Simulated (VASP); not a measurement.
Write the native input for VASP 6.6.1 that does the following.

```
Task                   : relaxation of cell and atoms
Functional             : PBEsol
Dispersion             : D3(BJ)
Potentials or basis    : VASP PAW PBE potentials, release 64 (Se)
Cutoff                 : 600 eV
k mesh                 : 4 × 4 × 4
Occupations            : fermi-dirac, width 0.1 eV
Spin                   : no spin polarisation
Dipole correction      : no
Further INCAR settings : ALGO = Normal; EDIFF = 1e-06; IBRION = 2; EDIFFG = -0.01; NSW = 100; ISIF = 3
```

The structure of Se lies in POSCAR:

```
Se
1.0
    0.0000000000      3.1255670000      3.1255670000
    3.1255670000      0.0000000000      3.1255670000
    3.1255670000      3.1255670000      0.0000000000
Se
2
Direct
    0.5000000000      0.5000000000      0.5000000000
    0.7500000000      0.7500000000      0.7500000000
```

One way to write it, as run:

INCAR

```
SYSTEM = Se
ALGO = Normal
EDIFF = 1E-6
EDIFFG = -0.01
ENCUT = 600
GGA = PS
IBRION = 2
ISIF = 3
ISMEAR = -1
IVDW = 12
LASPH = .TRUE.
LCHARG = .FALSE.
LREAL = .FALSE.
LWAVE = .FALSE.
NELM = 100
NSW = 100
PREC = Accurate
SIGMA = 0.1
```

KPOINTS

```
k-points
0
G
  4 4 4
  0 0 0
```

Potentials or basis: VASP PAW PBE potentials, release 64 (Se).

Launch:

```sh
$ cat potpaw_PBE.64/Se/POTCAR > POTCAR
$ mpirun -np 1 vasp_std > vasp.out
```

It gave:

- Relaxed volume: 29.56 Å³/atom
- Relaxed cell: a = 4.373 Å, b = 4.373 Å, c = 4.373 Å, α = 60.00°, β = 60.00°, γ = 60.00°
- Space group after relaxing (to 0.05 Å): Fd-3m (No. 227)
- Energy gained by relaxing: 4.4 meV/atom
- Ionic steps: 3
- Pressure after relaxing: 0.0 GPa
- Band gap on the k mesh: zero (band 6 reaches 2.81 eV, above the bottom of band 7 at 1.68 eV)
- Dispersion energy per atom: -0.258 eV

Caveat: the k points lie up to 0.44 Å⁻¹ apart in the final cell; the PAW data sets were made with another functional, which shifts forces and pressure a little; pairwise dispersion overbinds metals, which lowers pressure and volume.

It took 15 s on 1 thread of AMD EPYC 7R43 64-Core Processor (Zen 3), with other jobs on the host, peak memory 0.18 GiB.
